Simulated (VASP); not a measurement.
A run of VASP 6.6.1 is set up as follows.

File INCAR:

```
PREC = Accurate ; ENCUT = 520
EDIFF = 1E-8 ; ISMEAR = -1
SIGMA = 0.08 ; LREAL = False
LASPH = True ; NELM = 200
ALGO = Normal ; ISIF = 2
LWAVE = False ; LCHARG = False
ISPIN = 2 ; MAGMOM = 7 0
LORBIT = 11 ; LMAXMIX = 6
GGA = PE ; LEFG = True
NBANDS = 22 ; GGA_COMPAT = False
```

KPOINTS

```
Automatic mesh
0
Gamma
  10 10 10
```

Contents of POSCAR:

```
EuS
1.0
    0.0000000000      2.9627053119      2.9627053119
    2.9627053119      0.0000000000      2.9627053119
    2.9627053119      2.9627053119      0.0000000000
Eu S
1 1
Direct
    0.0000000000      0.0000000000      0.0000000000
    0.5000000000      0.5000000000      0.5000000000
```

Potentials or basis: VASP PAW PBE potentials, release 64 (Eu, S).

Command:

```sh
$ cat potpaw_PBE.64/Eu/POTCAR potpaw_PBE.64/S/POTCAR > POTCAR
$ mpirun -np 1 vasp_std > vasp.out
```

Task: What does it give for the net moment?

Result: 6.96 μB per cell.

Task: Predict the site moments.

Result: Eu +6.57; S -0.07 μB.

Task: Estimate the pressure.

Result: -2.2 GPa.

Caveat: a cell with one magnetic atom can't hold antiferromagnetic order, which such compounds often take. The state reached can hang on the start; a lower one may exist.
